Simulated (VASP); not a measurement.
A run of VASP 6.6.1 is set up as follows.

Contents of INCAR:

```
ALGO     = Fast           # electronic algorithm
EDIFF    = 1E-7           # SCF threshold, eV
ENCUT    = 520            # plane-wave cutoff, eV
GGA      = PE             # functional
ISIF     = 2              # what is computed and relaxed
ISMEAR   = 0              # smearing method
LASPH    = T              # aspherical terms in the spheres
LCHARG   = F              # write CHGCAR
LREAL    = F              # projectors in reciprocal space
LWAVE    = F              # write WAVECAR
NBANDS   = 18             # bands
NELM     = 60             # most SCF steps
PREC     = Accurate       # precision mode
SIGMA    = 0.1            # smearing width, eV
```

KPOINTS

```
k-points
0
Gamma
  18 18 12
```

The input POSCAR:

```
Au
1.0
    2.0789480791      2.0789480791      0.0000000000
   -2.0789480791      2.0789480791      0.0000000000
    0.0000000000      0.0000000000      4.0747382351
Au
2
Direct
    0.0000000000      0.0000000000      0.0000000000
    0.5000000000      0.5000000000      0.5000000000
```

Potentials or basis: VASP PAW PBE potentials, release 64 (Au).

Command:

```sh
$ cat potpaw_PBE.64/Au/POTCAR > POTCAR
$ mpirun -np 1 vasp_std > vasp.out
```

Problem. Estimate the pressure.

Solution. 2.8 GPa.

Problem. What does it give for the band gap on the k mesh?

Solution. Zero (bands 11 and 12 overlap by 7.05 eV).

Stress tensor (GPa, compression positive):
```
2.79 0.00 0.00
0.00 2.79 0.00
0.00 0.00 2.92
```

Caveat: the cell differs from its parent crystal (strain along c alone, the other axes held: -2.0 %); spin-orbit coupling is left out, which moves the levels of the heavy elements.
